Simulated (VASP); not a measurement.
Wanted: the native input for a VASP 6.6.1 run.

* Task: single point
* Functional: PBE
* Potentials or basis: VASP PAW PBE potentials, release 64 (Hg, Te)
* Cutoff: 520 eV
* k mesh: 11 × 11 × 11
* Occupations: fermi-dirac, width 0.05 eV
* Spin: no spin polarisation
* Dipole correction: no
* Further INCAR settings: ALGO = Normal; EDIFF = 1e-07; NBANDS = 16

The structure of HgTe (zincblende type) lies in POSCAR:

```
HgTe
1.0
    0.0000000000      3.3258648984      3.3258648984
    3.3258648984      0.0000000000      3.3258648984
    3.3258648984      3.3258648984      0.0000000000
Hg Te
1 1
Direct
    0.0000000000      0.0000000000      0.0000000000
    0.2500000000      0.2500000000      0.2500000000
```

One way to write it, as run:

INCAR

```
SYSTEM = HgTe
PREC = Accurate
ENCUT = 520
EDIFF = 1E-7
ISMEAR = -1
SIGMA = 0.05
LREAL = .False.
LASPH = .True.
NELM = 100
ALGO = Normal
ISIF = 2
LWAVE = .False.
LCHARG = .False.
GGA = PE
NBANDS = 16
```

KPOINTS

```
regular mesh
0
Gamma
  11 11 11
  0 0 0
```

Potentials or basis: VASP PAW PBE potentials, release 64 (Hg, Te).

Launch:

```console
$ cat potpaw_PBE.64/Hg/POTCAR potpaw_PBE.64/Te/POTCAR > POTCAR
$ mpirun -np 1 vasp_std > vasp.out
```

It gave:

```
Pressure               : 0.0 GPa
Band gap on the k mesh : zero (filled and empty bands touch)
```

Caveat: spin-orbit coupling is left out, which moves the levels of the heavy elements.

Run time: 64 s on 1 thread of Intel(R) Xeon(R) Platinum 8259CL CPU @ 2.50GHz (Skylake/Cascade Lake), with other jobs on the host, peak memory 0.24 GiB.
